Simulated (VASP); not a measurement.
RuW7S16: single point with PBEsol+U

RuW7S16:

```
Ru W S
1.0
     6.30640    0.00000    0.00000
    -3.15320    5.46150    0.00000
     0.00000    0.00000   12.32300
Ru W S
1 7 16
Cartesian
  0.0081 2.0824 3.0853
  -1.5630 4.4657 3.0850
  3.1637 1.7569 3.0850
  1.5816 4.4645 3.0850
  1.5851 0.9135 9.2466
  0.0094 3.6445 9.2466
  4.7402 0.9135 9.2466
  3.1626 3.6409 9.2466
  0.0094 1.8246 7.6831
  -1.5689 4.5551 7.6830
  3.1626 1.8196 7.6807
  1.5878 4.5551 7.6830
  1.4730 0.9068 1.6000
  0.0091 3.7265 1.4453
  4.8526 0.9049 1.5994
  3.1630 3.5425 1.5282
  0.0094 1.8246 10.8101
  -1.5689 4.5551 10.8102
  3.1626 1.8196 10.8125
  1.5878 4.5551 10.8102
  1.4731 0.9067 4.5701
  0.0090 3.7272 4.7251
  4.8523 0.9049 4.5708
  3.1630 3.5425 4.6417
```

```yaml
Program: VASP 6.6.1
Task: single point
Functional: PBEsol
Potentials_or_basis: VASP PAW PBE potentials, release 64 (Ru_pv, W_sv, S)
Cutoff: 520 eV
k_mesh: 3 × 3 × 2
Occupations: gaussian, width 0.05 eV
Spin: collinear spin, zero start
Starting_moments: "[0.0, 0.0, 0.0, 0.0, 0.0, 0.0, 0.0, 0.0, 0.0, 0.0, 0.0, 0.0, 0.0, 0.0, 0.0, 0.0, 0.0, 0.0, 0.0, 0.0, 0.0, 0.0, 0.0, 0.0] μB"
Hubbard_terms: Ru d U = 2.0 eV
```

| Property | Result |
| --- | --- |
| Pressure | 0.5 GPa |
| Largest force | 0.053 eV/Å |
| Band gap on the k mesh | 0.42 eV (least direct gap 0.67 eV) |
| Net moment | 0.00 μB per cell |
| Valence electrons inside the program's atomic spheres | Ru 12.76; W 12.09, 12.07, 12.08 (each value once); S 3.70, 3.67, 3.68 (each value once) |

Forces in eV/Å, atoms in the order of the input:
```
Ru   0.012  0.021 -0.003
W   -0.006  0.000  0.001
W   -0.014  0.023  0.000
W    0.007 -0.001  0.001
W    0.000  0.000 -0.001
W   -0.001  0.000  0.000
W   -0.002  0.000  0.000
W   -0.001 -0.001  0.000
S    0.000  0.000 -0.023
S    0.000  0.000 -0.023
S    0.000 -0.001 -0.023
S   -0.001  0.000 -0.024
S   -0.015  0.012 -0.014
S    0.001 -0.047 -0.014
S    0.016  0.016 -0.012
S    0.002  0.001 -0.019
S    0.001  0.000  0.022
S    0.002  0.001  0.023
S    0.001 -0.001  0.024
S    0.001  0.000  0.024
S   -0.016  0.011  0.015
S    0.000 -0.051  0.013
S    0.015  0.015  0.014
S    0.001  0.003  0.019
```

Stress tensor (GPa, compression positive):
```
-1.16  0.00  0.00
 0.00  1.91  0.00
 0.00  0.00  0.81
```

Levels at points of the mesh, in eV from the valence-band top:
Spin up:
```
           k point  band 102  band 103  band 104  band 105  band 106  band 107
(0.00, 0.00, 0.00)     -1.48     -0.41     -0.07      1.00      1.13      1.35
(0.00, 0.00, 0.50)     -0.84     -0.49     -0.08      1.01      1.13      1.37
```
Spin down:
| k point | band 100 | band 101 | band 102 | band 103 | band 104 | band 105 | band 106 | band 107 | band 108 | band 109 |
| --- | --- | --- | --- | --- | --- | --- | --- | --- | --- | --- |
| (0.00, 0.00, 0.00) | -1.71 | -1.63 | -1.48 | -0.41 | -0.07 | 1.00 | 1.13 | 1.35 | 1.88 | 2.11 |
| (0.00, 0.00, 0.50) | -1.80 | -1.74 | -0.84 | -0.49 | -0.08 | 1.01 | 1.13 | 1.37 | 1.88 | 2.10 |

Eigenvalues of the final occupation matrices:
| site | spin | trace | eigenvalues |
| --- | --- | --- | --- |
| site 1 d | 1 | 3.07 | 0.48 0.51 0.59 0.65 0.84 |
| site 1 d | 2 | 3.07 | 0.48 0.51 0.59 0.65 0.84 |

Run time: 7.2 min on 1 × NVIDIA H100 80GB with 1 thread of AMD EPYC 7R13 Processor (Zen 3), on a shared host, peak memory 1.9 GiB.

Caveat: the PAW data sets were made with another functional, which shifts forces and pressure a little; spin-orbit coupling is left out, which moves the levels of the heavy elements. A k mesh can miss the band edges.
